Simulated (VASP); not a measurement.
# Pb (Fmmm) in VASP: a series of runs, part 2 of 2

VASP 6.6.1.

## (3) Single point, PBEsol (C replaced by Pb, lengths x 1.553, strained)

The input, INCAR:

```
ALGO = Normal ; EDIFF = 1E-6
ENCUT = 500 ; GGA = PS
GGA_COMPAT = False ; ISIF = 2
ISMEAR = 0 ; LASPH = True
LCHARG = True ; LELF = True
LREAL = False ; LVHAR = True
LWAVE = False ; NBANDS = 21
NELM = 120 ; PREC = Accurate
SIGMA = 0.1
```

The input, KPOINTS:

```
k-points
0
Gamma
  14 14 14
```

The input, POSCAR:

```
Pb
1.0
    0.0000000000      3.4183632711      5.3806677158
    1.9735543474      0.0000000000      5.3806677158
    1.9735543474      3.4183632711      0.0000000000
Pb
2
Direct
    0.1666700000      0.8333300000      0.1666700000
    0.8333300000      0.1666700000      0.8333300000
```

Potentials or basis: VASP PAW PBE potentials, release 64 (Pb_d).

Run with:

```bash
$ cat potpaw_PBE.64/Pb_d/POTCAR > POTCAR
$ mpirun -np 1 vasp_std > vasp.out
```

OUTCAR:

```text
EDIFF = 1E-6
   ENCUT = 500
   GGA = PS
   ISIF = 2
   ISMEAR = 0
   LASPH = True
   LREAL = False
   NELM = 120
   PREC = Accurate

 ion  position               nearest neighbor table
   1  0.167  0.833  0.167-   2 2.28   2 2.28   2 2.28
   2  0.833  0.167  0.833-   1 2.28   1 2.28   1 2.28

  LATTYP: Found a face centered orthorhombic cell.
 ALAT       =     3.9471086948
 B/A-ratio  =     1.7320846906
 C/A-ratio  =     2.7263843648

  Lattice vectors:

 A1 = (   0.0000000000,   3.4183632711,   5.3806677158)
 A2 = (   1.9735543474,   0.0000000000,   5.3806677158)
 A3 = (   1.9735543474,   3.4183632711,   0.0000000000)

Analysis of symmetry for initial positions (statically):
=====================================================================
 Subroutine PRICEL returns:
 Original cell was already a primitive cell.

 Routine SETGRP: Setting up the symmetry group for a
 face centered orthorhombic supercell.

 Subroutine GETGRP returns: Found  8 space group operations
 (whereof  8 operations were pure point group operations)
 out of a pool of  8 trial point group operations.

The static configuration has the point symmetry D_2h.

Analysis of symmetry for dynamics (positions and initial velocities):
=====================================================================
 Subroutine PRICEL returns:
 Original cell was already a primitive cell.

 Routine SETGRP: Setting up the symmetry group for a
 face centered orthorhombic supercell.

 Subroutine GETGRP returns: Found  8 space group operations
 (whereof  8 operations were pure point group operations)
 out of a pool of  8 trial point group operations.

The dynamic configuration has the point symmetry D_2h.

 Subroutine INISYM returns: Found  8 space group operations
 (whereof  8 operations are pure point group operations),
 and found     1 'primitive' translations

----------------------------------------------------------------------------------------

                                     Primitive cell

  volume of cell :      72.5995

  direct lattice vectors                    reciprocal lattice vectors
     0.000000000  3.418363271  5.380667716    -0.253350003  0.146268831  0.092925270
     1.973554347  0.000000000  5.380667716     0.253350003 -0.146268831  0.092925270
     1.973554347  3.418363271  0.000000000     0.253350003  0.146268831 -0.092925270

  length of vectors
     6.374699406  5.731186773  3.947166606     0.306946088  0.306946088  0.306946088

  position of ions in fractional coordinates (direct lattice)
     0.166670000  0.833330000  0.166670000
     0.833330000  0.166670000  0.833330000

  ion indices of the primitive-cell ions
   primitive index   ion index
                 1           1
                 2           2

----------------------------------------------------------------------------------------

 KPOINTS: k-points

Automatic generation of k-mesh.
 Grid dimensions read from file:
 generate k-points for:   14   14   14

 Generating k-lattice:

  Cartesian coordinates                     Fractional coordinates (reciprocal lattice)
    -0.018096429  0.010447774  0.006637519     0.071428571  0.000000000  0.000000000
     0.018096429 -0.010447774  0.006637519    -0.000000000  0.071428571 -0.000000000
     0.018096429  0.010447774 -0.006637519     0.000000000  0.000000000  0.071428571

  Length of vectors
     0.021924721  0.021924721  0.021924721

  Shift w.r.t. Gamma in fractional coordinates (k-lattice)
     0.000000000  0.000000000  0.000000000

 Subroutine IBZKPT returns following result:
 ===========================================

 Found    428 irreducible k-points:

 Following reciprocal coordinates:
            Coordinates               Weight
  0.000000  0.000000  0.000000      1.000000
  0.071429  0.000000  0.000000      8.000000
  0.142857  0.000000  0.000000      8.000000
  0.214286  0.000000  0.000000      8.000000
  0.285714  0.000000  0.000000      8.000000
  0.357143  0.000000  0.000000      8.000000
[... 16 lines left out ...]
  0.214286  0.142857 -0.000000      8.000000
  0.285714  0.142857  0.000000      8.000000
 [... further k-points ...]
   k-points           NKPTS =    428   k-points in BZ     NKDIM =    428   number of bands    NBANDS=     21
   number of dos      NEDOS =    301   number of ions     NIONS =      2
   total plane-waves  NPLWV =  60480
   dimension x,y,z NGX =    48 NGY =   42 NGZ =   30
   dimension x,y,z NGXF=    96 NGYF=   84 NGZF=   60
   ions per type =               2
   NGX,Y,Z   is equivalent  to a cutoff of  12.52, 12.18, 12.64 a.u.
   NGXF,Y,Z  is equivalent  to a cutoff of  25.04, 24.37, 25.27 a.u.
 SYSTEM =  unknown system
   PREC   = accura    normal or accurate (medium, high low for compatibility)
   ISTART =      0    job   : 0-new  1-cont  2-samecut
   ICHARG =      2    charge: 1-file 2-atom 10-const
   ISPIN  =      1    spin polarized calculation?
   LNONCOLLINEAR =      F non collinear calculations
   LSORBIT =      F    spin-orbit coupling
   LASPH  =      T    aspherical Exc in radial PAW
   ENCUT  =  500.0 eV  36.75 Ry    6.06 a.u.  11.62 10.45  7.20*2*pi/ulx,y,z
   NELM   =    120;   NELMIN=  2; NELMDL= -5     # of ELM steps
   EDIFF  = 0.1E-05   stopping-criterion for ELM
   LREAL  =      F    real-space projection
   EDIFFG = 0.1E-04   stopping-criterion for IOM
   NSW    =      0    number of steps for IOM
   IBRION =     -1    ionic relax: 0-MD 1-quasi-New 2-CG
   NFREE  =      0    steps in history (QN), initial steepest desc. (CG)
   ISIF   =      2    stress and relaxation
   ISYM   =      2    0-nonsym 1-usesym 2-fastsym
   POTIM  = 0.5000    time-step for ionic-motion
   TEBEG  =    0.0;   TEEND  =   0.0 temperature during run
   PSTRESS=    0.0 pullay stress
   NELECT =      28.0000    total number of electrons
   NUPDOWN=      -1.0000    fix difference up-down
   EMIN   =  10.00;   EMAX   =-10.00  energy-range for DOS
   EFERMI =   0.00;   METHOD = LEGACY
   ISMEAR =     0;   SIGMA  =   0.10  broadening in eV -4-tet -1-fermi 0-gaus
   EFERMI_NEDOS =   21; number of points for ismear=-14 and -15
   IALGO  =     38    algorithm
   IMIX   =      4    mixing-type and parameters
     AMIX     =   0.40;   BMIX     =  1.00
     AMIX_MAG =   1.60;   BMIX_MAG =  1.00
  volume/ion in A,a.u.               =      36.30       244.96
  Fermi-wavevector in a.u.,A,eV,Ry     =   1.191653  2.251897 19.320763  1.420036
  Thomas-Fermi vector in A             =   2.327709
   LORBIT       =      0    0 simple, 1 ext, 2 COOP (PROOUT), +10 PAW based schemes
   GGA     = PS    functional components
   LHFCALC =     F    Hartree Fock is set to
   AEXX    =    0.0000 exact exchange contribution
   IVDW    =     0    specifies the selected vdW correction
   LEPSILON=     F    determine dielectric tensor
   LRPA    =     F    only Hartree local field effects (RPA)
 non-spin polarized calculation
 Gauss-broadening in eV      SIGMA  =   0.10
  energy-cutoff  :      500.00
  volume of cell :       72.60
 maximum number of plane-waves:      1867
   NGX = 23   NGY = 21   NGZ = 15

 number of electron      27.9999998 magnetization

 Free energy of the ion-electron system (eV)
  ---------------------------------------------------
  ext. energy  EPLUGINS =         0.00000000
  ---------------------------------------------------
  free energy    TOTEN  =         0.48755697 eV

  energy without entropy =        0.48895945  energy(sigma->0) =        0.48825821

 E-fermi :   5.8702     XC(G=0):  -8.5088

 val. band max:        5.8430274886   @ k =  -0.2143   0.1429   0.2857
 cond. band min:       5.8751609605   @ k =   0.5000  -0.1429   0.3571
 fundamental gap:      0.0321334719
 Fermi energy:         5.8702191448

 k-point     1 :       0.0000    0.0000    0.0000
  band No.  band energies     occupation
      1     -14.8160      2.00000
      2     -14.1800      2.00000
      3     -14.1797      2.00000
      4     -13.6984      2.00000
      5     -13.6977      2.00000
      6     -13.0455      2.00000
[... 13 lines left out ...]
     20      12.6291      0.00000
     21      15.8837      0.00000

 k-point     2 :       0.0714    0.0000    0.0000
  band No.  band energies     occupation
      1     -14.8189      2.00000
      2     -14.2811      2.00000
      3     -14.2630      2.00000
      4     -13.7081      2.00000
      5     -13.6870      2.00000
      6     -12.9361      2.00000
[... 520 lines left out ...]
 k-point    24 :       0.2857    0.1429    0.0000
  band No.  band energies     occupation
      1     -14.8516      2.00000
      2     -14.4961      2.00000
      3     -14.4114      2.00000
      4     -13.7358      2.00000
      5     -13.6544      2.00000
      6     -12.6958      2.00000
[... 13 lines left out ...]
     20      13.5954      0.00000
     21      14.1679      0.00000

 [... further k-points ...]
[... 5 lines left out ...]
  --------------------------------------------------------------------------------------
  -------------------------------------------------------------------------------------
  Total       39.1093937     39.0767544     -0.2154610     -0.0000000      0.0000000      0.0000000
  in kB      863.0941893    862.3738826     -4.7549476     -0.0000000      0.0000000      0.0000000
  external PRESSURE =     573.5710415 kB  Pullay stress =       0.0000000 kB

 VOLUME and BASIS-vectors are now :
 -----------------------------------------------------------------------------
  energy-cutoff  :      500.00
  volume of cell :       72.60
      direct lattice vectors                 reciprocal lattice vectors
     0.000000000  3.418363271  5.380667716    -0.253350003  0.146268831  0.092925270
     1.973554347  0.000000000  5.380667716     0.253350003 -0.146268831  0.092925270
     1.973554347  3.418363271  0.000000000     0.253350003  0.146268831 -0.092925270

 POSITION                                       TOTAL-FORCE (eV/Angst)
 -----------------------------------------------------------------------------------
      1.97355      1.13948      5.38067         0.000000     -0.004813      0.000000
      1.97355      5.69725      5.38067         0.000000      0.004813      0.000000
 -----------------------------------------------------------------------------------
    total drift:                               -0.000000     -0.000000     -0.000000

  FREE ENERGIE OF THE ION-ELECTRON SYSTEM (eV)
  ---------------------------------------------------
  free  energy   TOTEN  =         0.4875569735 eV

  energy  without entropy=        0.4889594513  energy(sigma->0) =        0.48825821
```

OSZICAR:

```text
N       E                     dE             d eps       ncg     rms          rms(c)
DAV:   1     0.309209419932E+03    0.30921E+03   -0.14096E+04 17986   0.150E+03
DAV:   2     0.248658661958E+02   -0.28434E+03   -0.27838E+03 18126   0.410E+02
DAV:   3     0.101399795073E+01   -0.23852E+02   -0.23670E+02 21749   0.150E+02
DAV:   4     0.119871541952E+00   -0.89413E+00   -0.89368E+00 21588   0.333E+01
DAV:   5     0.739440568159E-01   -0.45927E-01   -0.45926E-01 26104   0.704E+00    0.413E+00
DAV:   6     0.356159763092E+00    0.28222E+00   -0.11197E-01 26153   0.403E+00    0.230E+00
DAV:   7     0.491821719632E+00    0.13566E+00   -0.19373E-01 26745   0.481E+00    0.224E-01
DAV:   8     0.487877576978E+00   -0.39441E-02   -0.19424E-02 20922   0.154E+00    0.101E-01
DAV:   9     0.487598015345E+00   -0.27956E-03   -0.99423E-04 25396   0.353E-01    0.235E-02
DAV:  10     0.487579894968E+00   -0.18120E-04   -0.92576E-05 20955   0.839E-02    0.147E-02
DAV:  11     0.487557881194E+00   -0.22014E-04   -0.93898E-05 19736   0.694E-02    0.453E-03
DAV:  12     0.487556973458E+00   -0.90774E-06   -0.39141E-06 20610   0.164E-02
   1 F= 0.48755697E+00 E0= 0.48825821E+00  d E =-.140248E-02
```

Wall time 16 min (1 thread of Oxide Virtual Turin-like, shared host); peak memory 0.55 GiB.

What came out:

- Free energy: 0.4876 eV
- Pressure: 57.4 GPa
- Largest force: 0.005 eV/Å
- Band gap on the k mesh: zero (bands 14 and 15 overlap by 0.20 eV)

Forces in eV/Å, atoms in the order of the input:
```
Pb   0.000 -0.005  0.000
Pb   0.000  0.005  0.000
```

Caveat: the cell differs from its parent crystal (C replaced by Pb, lengths x 1.553, strained); the stress differs along the axes, from -0 to 86 GPa; the PAW data sets were made with another functional, which shifts forces and pressure a little; spin-orbit coupling is left out, which moves the levels of the heavy elements.

The gap in the log of VASP goes by the Fermi energy; the results here count the filled bands.